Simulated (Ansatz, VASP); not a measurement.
One calculation of W, two programs

Contents of INCAR:

```
SYSTEM = W
ALGO = Normal
DIPOL = 0.5 0.5 0.500
EDIFF = 1E-6
ENCUT = 520
GGA = CA
IDIPOL = 3
ISIF = 2
ISMEAR = -1
LASPH = .TRUE.
LCHARG = .TRUE.
LDIPOL = .TRUE.
LELF = .TRUE.
LREAL = .FALSE.
LVACPOTAV = .TRUE.
LVHAR = .TRUE.
LWAVE = .FALSE.
NBANDS = 43
NELM = 60
PREC = Accurate
SIGMA = 0.1
```

Contents of KPOINTS:

```
k-points
0
G
  14 14 1
  0 0 0
```

POSCAR

```
W
1.0
    2.7149357195      0.0000000000      0.0000000000
   -0.9049785732      2.5596659437      0.0000000000
    0.0000000000      0.0000000000     24.8669000000
W
5
Direct
    0.0000000000      0.0000000000      0.3217119359
    0.5000000000      0.5000000000      0.4108559677
    0.0000000000      0.0000000000      0.5000000000
    0.5000000000      0.5000000000      0.5891440323
    0.0000000000      0.0000000000      0.6782880641
```

Input for Ansatz:

```yaml
crystal:
  lattice:
    - [2.7149357195, 0.0, 0.0]
    - [-0.9049785732, 2.5596659437, 0.0]
    - [0.0, 0.0, 24.8669]
  atoms:
    - { symbol: W, position: [0.0, 0.0, 0.3217119359] }
    - { symbol: W, position: [0.5, 0.5, 0.4108559677] }
    - { symbol: W, position: [0.0, 0.0, 0.5] }
    - { symbol: W, position: [0.5, 0.5, 0.5891440323] }
    - { symbol: W, position: [0.0, 0.0, 0.6782880641] }
kpoints:
  mp_grid: { grid: [14, 14, 1] }
scf:
  occupations: { method: fermi_dirac, width: 0.1 }
hamiltonian:
  xc: lda
  pseudopotentials: { kind: paw }
output:
  forces: true
  stress: true
  eigenvalues: true
  populations: true
efield:
  axis: 3
  amplitude: 0
  dipole_correction: true
```

Alike in both runs: task single point; functional LDA; k mesh 14 × 14 × 1; occupations fermi-dirac, width 0.1 eV; no spin polarisation.

```csv
,VASP,Ansatz
version,VASP 6.6.1,Ansatz 0.2.0
potentials or method,"VASP PAW LDA potentials, release 64 (W_sv)","PAW with Ansatz's default frozen-core files, scalar-relativistic"
plane-wave cutoff (eV),520,420
valence electrons in the cell,70,70
```

VASP gave:

- rms of the force components (eV/Å): 0.328

Problem. Which values does Ansatz return?

Solution. rms of the force components (eV/Å): 0.345.

LDA's correlation is that of Perdew and Zunger in VASP and of Perdew and Wang (1992) in Ansatz. Atom by atom the forces differ by 0.030 eV/Å (rms over components).

Spin-orbit coupling is off throughout.
